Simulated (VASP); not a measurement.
Set up this calculation in VASP 6.6.1, as the native input.

* Task: single point
* Functional: revPBE
* Potentials or basis: VASP PAW PBE potentials, release 64 (P)
* Cutoff: 520 eV
* k mesh: 16 × 16 × 16
* Occupations: fermi-dirac, width 0.1 eV
* Spin: no spin polarisation
* Dipole correction: no
* Further INCAR settings: ALGO = Normal; EDIFF = 1e-06; NBANDS = 8

The structure of P lies in POSCAR:

```
P
1.0
    0.0000000000      1.9182662668      1.9182662668
    1.9182662668      0.0000000000      1.9182662668
    1.9182662668      1.9182662668      0.0000000000
P
1
Direct
    0.0000000000      0.0000000000      0.0000000000
```

This cell differs from its parent crystal: volume scaled by 0.96.

The input as run:

INCAR

```
PREC = Accurate
ENCUT = 520
EDIFF = 1E-6
ISMEAR = -1
SIGMA = 0.1
LREAL = F
LASPH = T
NELM = 100
ALGO = Normal
ISIF = 2
LWAVE = F
LCHARG = F
GGA = RE
NBANDS = 8
```

KPOINTS

```
Automatic mesh
0
Gamma
  16 16 16
```

Potentials or basis: VASP PAW PBE potentials, release 64 (P).

Run with:

```bash
$ cat potpaw_PBE.64/P/POTCAR > POTCAR
$ mpirun -np 1 vasp_std > vasp.out
```

It gave:

```
Pressure : 3.9 GPa
```

Caveat: the PAW data sets were made with another functional, which shifts forces and pressure a little.

It took 9.2 s on 1 thread of AMD EPYC 7R13 Processor (Zen 3), on a shared host, peak memory 0.09 GiB.
